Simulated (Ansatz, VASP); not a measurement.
## One calculation of In3Se, two programs

```
In Se
1.0
     4.93416    0.00000    0.00000
     0.00000    4.93416    0.00000
     0.00000    0.00000    4.79044
In Se
3 1
Direct
  0.00000 0.50000 0.50000
  0.50000 0.00000 0.50000
  0.50000 0.50000 0.00000
  0.00000 0.00000 0.00000
```

Change from the starting cell: strain +0.030 along x and y, +0.000 along z, atoms carried along.

Alike in both runs: task single point; functional PBE; k mesh 10 × 10 × 10; occupations gaussian, width 0.15 eV; no spin polarisation.

```csv
,VASP,Ansatz
version,VASP 6.6.1,Ansatz 0.2.0
potentials or method,"VASP PAW PBE potentials, release 64 (In_d, Se), cutoff 520 eV","scalar-relativistic, plane waves, PAW"
valence electrons in the cell,45,55
```

```tsv
	VASP	Ansatz	Ansatz less VASP
gap on the k mesh at the Fermi level (eV)	none	none	-
pressure (GPa)	-1.8	-1.8	+0.01
traceless stress, the component that is largest in VASP (GPa)	0.07	0.07	+0.001
```

A gap of «none» marks a metal or a gap that the smearing closes. The functional is the same, so the differences come from potentials, cutoffs and numerics. VASP's potentials hold 45 valence electrons a cell and Ansatz's 55, so a difference there can come from the potentials and not from the codes.
